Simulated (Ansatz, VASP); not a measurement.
La2SnO in VASP and in Ansatz

```
La Sn O
1.0
     3.77901    0.00000    0.00000
    -1.88950    3.27272    0.00000
     0.00000    0.00000   15.98906
La Sn O
4 2 2
Direct
  0.66667 0.33333 0.41214
  0.33333 0.66667 0.58786
  0.33333 0.66667 0.91214
  0.66667 0.33333 0.08786
  0.66667 0.33333 0.75000
  0.33333 0.66667 0.25000
  0.00000 0.00000 0.00000
  0.00000 0.00000 0.50000
```

Change from the starting cell: species swapped into the Ti2InN type (P6_3/mmc, No. 194).

Alike in both runs: functional PBE; k mesh 6 × 6 × 1; occupations gaussian, width 0.1 eV; no spin polarisation.

Ansatz relaxed the structure, and its values are those at the end. VASP's run is a single point on that final structure, the one shown.

|  | VASP | Ansatz |
| --- | --- | --- |
| version | VASP 6.6.1 | Ansatz 0.2.0 |
| potentials or method | VASP PAW PBE potentials, release 64 (La, Sn_d, O), cutoff 520 eV | scalar-relativistic, plane waves, PAW |
| valence electrons in the cell | 84 | 84 |

```tsv
	VASP	Ansatz	Ansatz less VASP
gap on the k mesh at the Fermi level (eV)	none	none	-
pressure (GPa)	0.1	0.3	+0.16
```

A gap of «none» marks a metal or a gap that the smearing closes.

The k mesh is coarse, so the values compare programs but aren't converged. Spin-orbit coupling is off throughout.
